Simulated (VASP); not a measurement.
## Si3Ru: single point with PBE

Crystal: Si3Ru.

```
Si Ru
1.0
     5.23717    0.00000    0.00000
    -2.61858    4.53552    0.00000
     0.00000    0.00000    4.61941
Si Ru
6 2
Direct
  0.83013 0.66025 0.25000
  0.16987 0.83013 0.75000
  0.33975 0.16987 0.25000
  0.16987 0.33975 0.75000
  0.83013 0.16987 0.25000
  0.66025 0.83013 0.75000
  0.33333 0.66667 0.25000
  0.66667 0.33333 0.75000
```

```json
{
 "Program": "VASP 6.6.1",
 "Task": "single point",
 "Functional": "PBE",
 "Potentials or basis": "VASP PAW PBE potentials, release 64 (Si, Ru_pv)",
 "Cutoff": "520 eV",
 "k mesh": "6 × 6 × 4",
 "Occupations": "gaussian, width 0.1 eV",
 "Spin": "no spin polarisation"
}
```

```
Pressure               : -0.1 GPa
Largest force          : 0.004 eV/Å
Band gap on the k mesh : zero (band 26 reaches 11.99 eV, above the bottom of band 27 at 11.02 eV)
```

Forces in eV/Å, atoms in the order of the input:
```
Si   0.000  0.004  0.000
Si  -0.003  0.002  0.000
Si  -0.003 -0.002  0.000
Si   0.000 -0.004  0.000
Si   0.003 -0.002  0.000
Si   0.003  0.002  0.000
Ru   0.000  0.000  0.000
Ru   0.000  0.000  0.000
```

Stress tensor (GPa, compression positive):
```
-0.19  0.00  0.00
 0.00 -0.19  0.00
 0.00  0.00 -0.01
```

Levels at points of the mesh, in eV from the Fermi level:
```csv
k point,band 24,band 25,band 26,band 27,band 28,band 29
"(0.00, 0.00, 0.00)",-1.82,0.05,0.46,0.46,0.84,0.84
"(0.50, 0.00, 0.00)",-0.99,-0.42,-0.34,0.01,0.13,0.54
"(0.00, 0.00, 0.50)",-1.70,-0.63,-0.63,0.68,0.68,0.68
"(0.50, 0.00, 0.50)",-1.31,0.10,0.10,0.12,0.12,2.09
```

Run time: 50 s on 1 thread of AMD EPYC 9R14 (Zen 4), with other jobs on the host, peak memory 0.22 GiB.
